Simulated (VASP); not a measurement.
# BAs (F-43m) in VASP: further runs

BAs is run at these levels: RPBE+D3(BJ), PBEsol+D3(BJ); tasks: single point.

Everything below comes from runs of VASP 6.6.1. Logs are shortened: lines on timing, memory, paths and dates and some standing lists are left out, and cuts for length are marked.

### 1 The cell of the first run

It takes space group F-43m (No. 216, cubic). Conventional cell: a = 5.146 Å, b = 5.146 Å, c = 5.146 Å, α = 90.00°, β = 90.00°, γ = 90.00°. As (site symmetry -43m) has 4 B at 2.23 Å within 2.9 Å. Within 2.9 Å of B (site symmetry -43m) lie 4 As at 2.23 Å.

### 2 Single point, RPBE+D3(BJ)

Contents of INCAR:

```
  ALGO = Normal
  EDIFF = 1E-6
  ENCUT = 520
  GGA = RP
  ISIF = 2
  ISMEAR = 0
  IVDW = 12
  LASPH = T
  LCHARG = F
  LREAL = F
  LWAVE = F
  NBANDS = 11
  NELM = 60
  PREC = Accurate
  SIGMA = 0.1
```

Contents of KPOINTS:

```
k-points
0
Gamma
  10 10 10
```

Contents of POSCAR:

```
BAs
1.0
    0.0000000000      2.5729336286      2.5729336286
    2.5729336286      0.0000000000      2.5729336286
    2.5729336286      2.5729336286      0.0000000000
As B
1 1
Direct
    0.7500000000      0.7500000000      0.7500000000
    0.0000000000      0.0000000000      0.0000000000
```

Potentials or basis: VASP PAW PBE potentials, release 64 (As, B).

Started as:

```bash
cat potpaw_PBE.64/As/POTCAR potpaw_PBE.64/B/POTCAR > POTCAR
mpirun -np 1 vasp_std > vasp.out
```

OUTCAR:

```text
EDIFF = 1E-6
   ENCUT = 520
   GGA = RP
   ISIF = 2
   ISMEAR = 0
   IVDW = 12
   LASPH = T
   LREAL = F
   NELM = 60
   PREC = Accurate
 IVDW          = 12

 ion  position               nearest neighbor table
   1  0.750  0.750  0.750-   2 2.23   2 2.23   2 2.23   2 2.23
   2  0.000  0.000  0.000-   1 2.23   1 2.23   1 2.23   1 2.23

  LATTYP: Found a face centered cubic cell.
 ALAT       =     5.1458672572

  Lattice vectors:

 A1 = (   0.0000000000,   2.5729336286,   2.5729336286)
 A2 = (   2.5729336286,   0.0000000000,   2.5729336286)
 A3 = (   2.5729336286,   2.5729336286,   0.0000000000)

Analysis of symmetry for initial positions (statically):
=====================================================================
 Subroutine PRICEL returns:
 Original cell was already a primitive cell.

 Routine SETGRP: Setting up the symmetry group for a
 face centered cubic supercell.

 Subroutine GETGRP returns: Found 24 space group operations
 (whereof 24 operations were pure point group operations)
 out of a pool of 48 trial point group operations.

The static configuration has the point symmetry T_d .

Analysis of symmetry for dynamics (positions and initial velocities):
=====================================================================
 Subroutine PRICEL returns:
 Original cell was already a primitive cell.

 Routine SETGRP: Setting up the symmetry group for a
 face centered cubic supercell.

 Subroutine GETGRP returns: Found 24 space group operations
 (whereof 24 operations were pure point group operations)
 out of a pool of 48 trial point group operations.

The dynamic configuration has the point symmetry T_d .

 Subroutine INISYM returns: Found 24 space group operations
 (whereof 24 operations are pure point group operations),
 and found     1 'primitive' translations

----------------------------------------------------------------------------------------

                                     Primitive cell

  volume of cell :      34.0656

  direct lattice vectors                    reciprocal lattice vectors
     0.000000000  2.572933629  2.572933629    -0.194330703  0.194330703  0.194330703
     2.572933629  0.000000000  2.572933629     0.194330703 -0.194330703  0.194330703
     2.572933629  2.572933629  0.000000000     0.194330703  0.194330703 -0.194330703

  length of vectors
     3.638677633  3.638677633  3.638677633     0.336590651  0.336590651  0.336590651

  position of ions in fractional coordinates (direct lattice)
     0.750000000  0.750000000  0.750000000
     0.000000000  0.000000000  0.000000000

  ion indices of the primitive-cell ions
   primitive index   ion index
                 1           1
                 2           2

----------------------------------------------------------------------------------------

 KPOINTS: k-points

Automatic generation of k-mesh.
 Grid dimensions read from file:
 generate k-points for:   10   10   10

 Generating k-lattice:

  Cartesian coordinates                     Fractional coordinates (reciprocal lattice)
    -0.019433070  0.019433070  0.019433070     0.100000000  0.000000000  0.000000000
     0.019433070 -0.019433070  0.019433070     0.000000000  0.100000000  0.000000000
     0.019433070  0.019433070 -0.019433070     0.000000000  0.000000000  0.100000000

  Length of vectors
     0.033659065  0.033659065  0.033659065

  Shift w.r.t. Gamma in fractional coordinates (k-lattice)
     0.000000000  0.000000000  0.000000000

 Subroutine IBZKPT returns following result:
 ===========================================

 Found     47 irreducible k-points:

 Following reciprocal coordinates:
            Coordinates               Weight
  0.000000  0.000000  0.000000      1.000000
  0.100000  0.000000  0.000000      8.000000
  0.200000  0.000000  0.000000      8.000000
  0.300000  0.000000  0.000000      8.000000
  0.400000  0.000000  0.000000      8.000000
  0.500000  0.000000  0.000000      4.000000
[... 16 lines left out ...]
  0.300000  0.300000  0.000000      6.000000
  0.400000  0.300000  0.000000     24.000000
 [... further k-points ...]
   k-points           NKPTS =     47   k-points in BZ     NKDIM =     47   number of bands    NBANDS=     11
   number of dos      NEDOS =    301   number of ions     NIONS =      2
   total plane-waves  NPLWV =  21952
   dimension x,y,z NGX =    28 NGY =   28 NGZ =   28
   dimension x,y,z NGXF=    56 NGYF=   56 NGZF=   56
   ions per type =               1   1
   NGX,Y,Z   is equivalent  to a cutoff of  12.79, 12.79, 12.79 a.u.
   NGXF,Y,Z  is equivalent  to a cutoff of  25.59, 25.59, 25.59 a.u.
 SYSTEM =  unknown system
   PREC   = accura    normal or accurate (medium, high low for compatibility)
   ISTART =      0    job   : 0-new  1-cont  2-samecut
   ICHARG =      2    charge: 1-file 2-atom 10-const
   ISPIN  =      1    spin polarized calculation?
   LNONCOLLINEAR =      F non collinear calculations
   LSORBIT =      F    spin-orbit coupling
   LASPH  =      T    aspherical Exc in radial PAW
   ENCUT  =  520.0 eV  38.22 Ry    6.18 a.u.   6.77  6.77  6.77*2*pi/ulx,y,z
   NELM   =     60;   NELMIN=  2; NELMDL= -5     # of ELM steps
   EDIFF  = 0.1E-05   stopping-criterion for ELM
   LREAL  =      F    real-space projection
   EDIFFG = 0.1E-04   stopping-criterion for IOM
   NSW    =      0    number of steps for IOM
   IBRION =     -1    ionic relax: 0-MD 1-quasi-New 2-CG
   NFREE  =      0    steps in history (QN), initial steepest desc. (CG)
   ISIF   =      2    stress and relaxation
   ISYM   =      2    0-nonsym 1-usesym 2-fastsym
   POTIM  = 0.5000    time-step for ionic-motion
   TEBEG  =    0.0;   TEEND  =   0.0 temperature during run
   PSTRESS=    0.0 pullay stress
   NELECT =       8.0000    total number of electrons
   NUPDOWN=      -1.0000    fix difference up-down
   EMIN   =  10.00;   EMAX   =-10.00  energy-range for DOS
   EFERMI =   0.00;   METHOD = LEGACY
   ISMEAR =     0;   SIGMA  =   0.10  broadening in eV -4-tet -1-fermi 0-gaus
   EFERMI_NEDOS =   21; number of points for ismear=-14 and -15
   IALGO  =     38    algorithm
   IMIX   =      4    mixing-type and parameters
     AMIX     =   0.40;   BMIX     =  1.00
     AMIX_MAG =   1.60;   BMIX_MAG =  1.00
  volume/ion in A,a.u.               =      17.03       114.94
  Fermi-wavevector in a.u.,A,eV,Ry     =   1.010027  1.908674 13.880041  1.020154
  Thomas-Fermi vector in A             =   2.142991
   LORBIT       =      0    0 simple, 1 ext, 2 COOP (PROOUT), +10 PAW based schemes
   GGA     = RP    functional components
   LHFCALC =     F    Hartree Fock is set to
   AEXX    =    0.0000 exact exchange contribution
   IVDW    =    12    specifies the selected vdW correction
   LEPSILON=     F    determine dielectric tensor
   LRPA    =     F    only Hartree local field effects (RPA)
 non-spin polarized calculation
 Gauss-broadening in eV      SIGMA  =   0.10
  energy-cutoff  :      520.00
  volume of cell :       34.07
 maximum number of plane-waves:       941
   NGX = 13   NGY = 13   NGZ = 13

 number of electron       8.0000000 magnetization

 Free energy of the ion-electron system (eV)
  ---------------------------------------------------
  ext. energy  EPLUGINS =         0.00000000
  ---------------------------------------------------
  free energy    TOTEN  =       -10.43753408 eV

  energy without entropy =      -10.43753408  energy(sigma->0) =      -10.43753408

 E-fermi :   4.4868     XC(G=0):  -9.5207

 val. band max:        3.9896151599   @ k =   0.0000   0.0000   0.0000
 cond. band min:       5.4203524713   @ k =   0.4000   0.4000   0.0000
 fundamental gap:      1.4307373113
 Fermi energy:         4.4868170681

 k-point     1 :       0.0000    0.0000    0.0000
  band No.  band energies     occupation
      1      -9.5690      2.00000
      2       3.9896      2.00000
      3       3.9896      2.00000
      4       3.9896      2.00000
      5       6.0884      0.00000
      6       7.0212      0.00000
      7       7.0212      0.00000
      8       7.0212      0.00000
      9      12.8189      0.00000
     10      16.0464      0.00000
     11      16.0464      0.00000

 k-point     2 :       0.1000    0.0000    0.0000
  band No.  band energies     occupation
      1      -9.4372      2.00000
      2       2.6444      2.00000
      3       3.7597      2.00000
      4       3.7597      2.00000
      5       6.3583      0.00000
      6       7.3302      0.00000
      7       7.3302      0.00000
      8       7.8561      0.00000
      9      13.3231      0.00000
     10      15.2639      0.00000
     11      15.2639      0.00000

 k-point     3 :       0.2000    0.0000    0.0000
  band No.  band energies     occupation
      1      -9.0524      2.00000
      2       0.6232      2.00000
      3       3.3038      2.00000
      4       3.3038      2.00000
      5       6.1125      0.00000
      6       7.9294      0.00000
      7       7.9294      0.00000
      8       9.5693      0.00000
      9      14.2419      0.00000
     10      14.6628      0.00000
     11      14.6628      0.00000

 k-point     4 :       0.3000    0.0000    0.0000
  band No.  band energies     occupation
      1      -8.4574      2.00000
      2      -1.2560      2.00000
      3       2.8886      2.00000
      4       2.8886      2.00000
      5       5.8164      0.00000
      6       8.3540      0.00000
      7       8.3540      0.00000
      8      11.1416      0.00000
      9      14.4441      0.00000
     10      14.9369      0.00000
     11      14.9369      0.00000
[... 239 lines left out ...]
 k-point    22 :      -0.2000    0.2000    0.0000
  band No.  band energies     occupation
      1      -8.2497      2.00000
      2      -0.9876      2.00000
      3       0.8024      2.00000
      4       2.9518      2.00000
      5       7.0312      0.00000
      6       8.5544      0.00000
      7       9.1538      0.00000
      8      10.0690      0.00000
      9      13.5884      0.00000
     10      15.4214      0.00000
     11      16.2632      0.00000

 k-point    23 :       0.3000    0.3000    0.0000
  band No.  band energies     occupation
      1      -8.0550      2.00000
      2      -0.9661      2.00000
      3       1.4894      2.00000
      4       1.4894      2.00000
      5       5.5730      0.00000
      6       7.3987      0.00000
      7      11.1517      0.00000
      8      11.1517      0.00000
      9      13.3570      0.00000
     10      16.9902      0.00000
     11      17.9171      0.00000

 k-point    24 :       0.4000    0.3000    0.0000
  band No.  band energies     occupation
      1      -7.5074      2.00000
      2      -1.9396      2.00000
      3       0.8717      2.00000
      4       1.2466      2.00000
      5       5.8261      0.00000
      6       7.2360      0.00000
      7      11.4347      0.00000
      8      11.6990      0.00000
      9      14.3647      0.00000
     10      17.4171      0.00000
     11      18.4809      0.00000

 [... further k-points ...]

------------------------ aborting loop because EDIFF is reached ----------------------------------------

 Edisp (eV)   -1.88275

 E8    (eV) :    -1.0592

  FORCE on cell =-STRESS in cart. coord.  units (eV):
  Direction    XX          YY          ZZ          XY          YZ          ZX
  --------------------------------------------------------------------------------------
  -------------------------------------------------------------------------------------
  Total      -5.23731    -5.23731    -5.23731    -0.00000     0.00000     0.00000
  in kB    -246.32218  -246.32218  -246.32218    -0.00000     0.00000     0.00000
  external pressure =     -246.32 kB  Pullay stress =        0.00 kB

 VOLUME and BASIS-vectors are now :
 -----------------------------------------------------------------------------
  energy-cutoff  :      520.00
  volume of cell :       34.07
      direct lattice vectors                 reciprocal lattice vectors
     0.000000000  2.572933629  2.572933629    -0.194330703  0.194330703  0.194330703
     2.572933629  0.000000000  2.572933629     0.194330703 -0.194330703  0.194330703
     2.572933629  2.572933629  0.000000000     0.194330703  0.194330703 -0.194330703

 POSITION                                       TOTAL-FORCE (eV/Angst)
 -----------------------------------------------------------------------------------
      3.85940      3.85940      3.85940        -0.000000     -0.000000     -0.000000
      0.00000      0.00000      0.00000         0.000000      0.000000      0.000000
 -----------------------------------------------------------------------------------
    total drift:                               -0.000000     -0.000000     -0.000000

  FREE ENERGIE OF THE ION-ELECTRON SYSTEM (eV)
  ---------------------------------------------------
  free  energy   TOTEN  =       -12.3202878028 eV

  energy  without entropy=      -12.3202878028  energy(sigma->0) =      -12.32028780
```

It took 26 s on 1 thread of Intel Xeon 8259CL, shared host; peak memory 0.17 GiB.

What came out:

* Free energy: -12.3203 eV
* Pressure: -24.6 GPa
* Band gap on the k mesh: 1.43 eV, indirect (least direct gap 2.10 eV)
* Dispersion energy per atom: -0.941 eV

Levels at points of the mesh, in eV from the valence-band top:
```tsv
k point	band 1	band 2	band 3	band 4	band 5	band 6	band 7	band 8
(0.00, 0.00, 0.00)	-13.56	0.00	0.00	0.00	2.10	3.03	3.03	3.03
(0.50, 0.00, 0.00)	-11.43	-7.34	-1.46	-1.46	1.55	4.51	4.51	8.39
(0.50, 0.50, 0.00)	-10.44	-7.43	-3.22	-3.22	1.68	1.69	9.42	9.42
```

Caveat: three body term missing; the PAW data sets were made with another functional, which shifts forces and pressure a little.

### 3 Single point, RPBE+D3(BJ)

This run uses another cell than the first one, of 17.37 Å³/atom, 1.020 times its volume.

Contents of INCAR:

```
SYSTEM = BAs
PREC = Accurate ; ENCUT = 520
EDIFF = 1E-7 ; ISMEAR = 0
SIGMA = 0.1 ; LREAL = .FALSE.
LASPH = .TRUE. ; NELM = 80
ALGO = Normal ; ISIF = 2
LWAVE = .FALSE. ; LCHARG = .FALSE.
GGA = RP ; IVDW = 12
NBANDS = 11
```

Contents of KPOINTS:

```
regular mesh
0
G
  10 10 10
  0 0 0
```

Contents of POSCAR:

```
BAs
1.0
    0.0000000000      2.5899734207      2.5899734207
    2.5899734207      0.0000000000      2.5899734207
    2.5899734207      2.5899734207      0.0000000000
As B
1 1
Direct
    0.7500000000      0.7500000000      0.7500000000
    0.0000000000      0.0000000000      0.0000000000
```

Potentials or basis: VASP PAW PBE potentials, release 64 (As, B).

Started as:

```bash
cat potpaw_PBE.64/As/POTCAR potpaw_PBE.64/B/POTCAR > POTCAR
mpirun -np 1 vasp_std > vasp.out
```

It took 30 s on 1 thread of Intel Xeon 8259CL, shared host; peak memory 0.17 GiB.

The run converged. Its results:

* Free energy: -12.2139 eV
* Pressure: -25.5 GPa
* Band gap on the k mesh: 1.45 eV, indirect (least direct gap 1.89 eV)
* Dispersion energy per atom: -0.922 eV

Levels at points of the mesh, in eV from the valence-band top:
| k point | band 1 | band 2 | band 3 | band 4 | band 5 | band 6 | band 7 | band 8 | band 9 |
| --- | --- | --- | --- | --- | --- | --- | --- | --- | --- |
| (0.00, 0.00, 0.00) | -13.41 | 0.00 | 0.00 | 0.00 | 1.89 | 3.01 | 3.01 | 3.01 | 8.76 |
| (0.50, 0.00, 0.00) | -11.34 | -7.22 | -1.43 | -1.43 | 1.46 | 4.48 | 4.48 | 8.32 | 11.35 |
| (0.50, 0.50, 0.00) | -10.39 | -7.34 | -3.15 | -3.15 | 1.70 | 1.70 | 9.25 | 9.25 | 11.08 |

Caveat: three body term missing; the PAW data sets were made with another functional, which shifts forces and pressure a little. A k mesh can miss the band edges.

[end of part 1 of 2]
